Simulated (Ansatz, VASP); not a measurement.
This is a calculation of BaMg6Ti for Ansatz 0.2.0.

Contents of input.yaml:

```yaml
crystal:
  lattice:
    - [6.6831597077, 0.0, 0.0]
    - [-3.3415798538, 5.7877860844, 0.0]
    - [0.0, 0.0, 5.287798]
  atoms:
    - { symbol: Ba, position: [0.0, 0.0, 0.0] }
    - { symbol: Ti, position: [0.6666666667, 0.3333333333, 0.5] }
    - { symbol: Mg, position: [0.514031, 0.485969, 0.0] }
    - { symbol: Mg, position: [0.971938, 0.485969, 0.0] }
    - { symbol: Mg, position: [0.514031, 0.028062, 0.0] }
    - { symbol: Mg, position: [0.1770245, 0.8229755, 0.5] }
    - { symbol: Mg, position: [0.645951, 0.8229755, 0.5] }
    - { symbol: Mg, position: [0.1770245, 0.354049, 0.5] }
hamiltonian:
  xc: pbe
  pseudopotentials: { kind: paw }
kpoints:
  mp_grid: { grid: [5, 5, 5] }
scf:
  occupations: { method: fermi_dirac, width: 0.05 }
output:
  forces: true
  stress: true
  eigenvalues: true
```

Potentials or basis: Ansatz PAW.

Command:

```console
$ ansatz run input.yaml --threads 4 --pin off --max-ram 10240MiB --backend cpu --events-out ev --progress --plain --runs-dir out
```

Task: Set up the same calculation for VASP 6.6.1. Potentials there: VASP PAW PBE potentials, release 64 (Ba_sv, Ti_sv, Mg).

Result: As run (the cutoff follows the program's own potentials):

INCAR

```
PREC = Accurate ; ENCUT = 520
EDIFF = 1E-6 ; ISMEAR = -1
SIGMA = 0.05 ; LREAL = F
LASPH = T ; NELM = 100
ALGO = Fast ; ISIF = 2
LWAVE = F ; LCHARG = F
GGA = PE ; NBANDS = 27
```

The input KPOINTS:

```
regular mesh
0
Gamma
  5 5 5
```

File POSCAR:

```
BaMg6Ti
1.0
    6.6831597077      0.0000000000      0.0000000000
   -3.3415798538      5.7877860844      0.0000000000
    0.0000000000      0.0000000000      5.2877980000
Ba Ti Mg
1 1 6
Direct
    0.0000000000      0.0000000000      0.0000000000
    0.6666666667      0.3333333333      0.5000000000
    0.5140310000      0.4859690000      0.0000000000
    0.9719380000      0.4859690000      0.0000000000
    0.5140310000      0.0280620000      0.0000000000
    0.1770245000      0.8229755000      0.5000000000
    0.6459510000      0.8229755000      0.5000000000
    0.1770245000      0.3540490000      0.5000000000
```

Potentials or basis: VASP PAW PBE potentials, release 64 (Ba_sv, Ti_sv, Mg).

Command:

```console
$ cat potpaw_PBE.64/Ba_sv/POTCAR potpaw_PBE.64/Ti_sv/POTCAR potpaw_PBE.64/Mg/POTCAR > POTCAR
$ mpirun -np 1 vasp_std > vasp.out
```

Both were run:

|  | VASP | Ansatz | Ansatz less VASP |
| --- | --- | --- | --- |
| gap on the k mesh at the Fermi level (eV) | none | none | - |
| pressure (GPa) | -0.2 | -0.2 | -0.01 |
| traceless stress, the component that is largest in VASP (GPa) | -0.65 | -0.61 | +0.036 |
| rms of the force components (eV/Å) | 0.052 | 0.052 | -0.0001 |

Atom by atom the forces differ by 0.004 eV/Å (rms over components). A gap of «none» marks a metal or a gap that the smearing closes. VASP's potentials hold 34 valence electrons a cell and Ansatz's 82, so a difference there can come from the potentials and not from the codes.

Spin-orbit coupling is off throughout.
